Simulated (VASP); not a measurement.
BaS: relaxation of cell and atoms with revPBE+D4

BaS:

```
Ba S
1.0
     0.00000    3.19375    3.19375
     3.19375    0.00000    3.19375
     3.19375    3.19375    0.00000
Ba S
1 1
Cartesian
  0.0000 0.0000 0.0000
  3.1938 3.1938 3.1938
```

```yaml
Program: VASP 6.6.1
Task: relaxation of cell and atoms
Functional: revPBE
Dispersion: D4
Potentials_or_basis: VASP PAW PBE potentials, release 64 (Ba_sv, S)
Cutoff: 600 eV
k_mesh: 7 × 7 × 7
Occupations: fermi-dirac, width 0.05 eV
Spin: no spin polarisation
Dipole_correction: no
Further_INCAR_settings: ALGO = Normal; EDIFF = 1e-07; IBRION = 2; EDIFFG = -0.02; NSW = 80; ISIF = 3
```

```
Relaxed volume                         : 33.15 Å³/atom
Relaxed cell                           : a = 4.543 Å, b = 4.543 Å, c = 4.543 Å, α = 60.00°, β = 60.00°, γ = 60.00°
Space group after relaxing (to 0.05 Å) : Fm-3m (No. 225)
Energy gained by relaxing              : 1.3 meV/atom
Ionic steps                            : 3
Pressure after relaxing                : 0.0 GPa
Band gap on the k mesh                 : 2.30 eV, indirect (least direct gap 2.45 eV)
Dispersion energy per atom             : -0.323 eV
```

Step by step:
```
step  energy change (eV)  largest force (eV/Å)  pressure (GPa)  volume (Å³)
   1              0.0000                0.0000            0.76        65.15
   2             -0.0025                0.0000           -0.19        66.62
   3             -0.0027                0.0000            0.00        66.31
```

Final structure:
```yaml
crystal:
  lattice:
    - [0.00000, 3.21252, 3.21252]
    - [3.21252, 0.00000, 3.21252]
    - [3.21252, 3.21252, 0.00000]
  atoms:
    - { symbol: Ba, position: [0.00000, 0.00000, 0.00000] }
    - { symbol: S, position: [0.50000, 0.50000, 0.50000] }
```

Levels at points of the mesh, in eV from the valence-band top:
| k point | band 6 | band 7 | band 8 | band 9 | band 10 | band 11 |
| --- | --- | --- | --- | --- | --- | --- |
| (0.00, 0.00, 0.00) | 0.00 | 0.00 | 0.00 | 3.69 | 3.94 | 3.94 |

Run time: 43 s on 1 thread of Intel(R) Xeon(R) Platinum 8259CL CPU @ 2.50GHz (Skylake/Cascade Lake) (shared host), peak memory 0.21 GiB.

Caveat: the PAW data sets were made with another functional, which shifts forces and pressure a little; spin-orbit coupling is left out, which moves the levels of the heavy elements. Zero-point motion and thermal expansion aren't in these numbers.
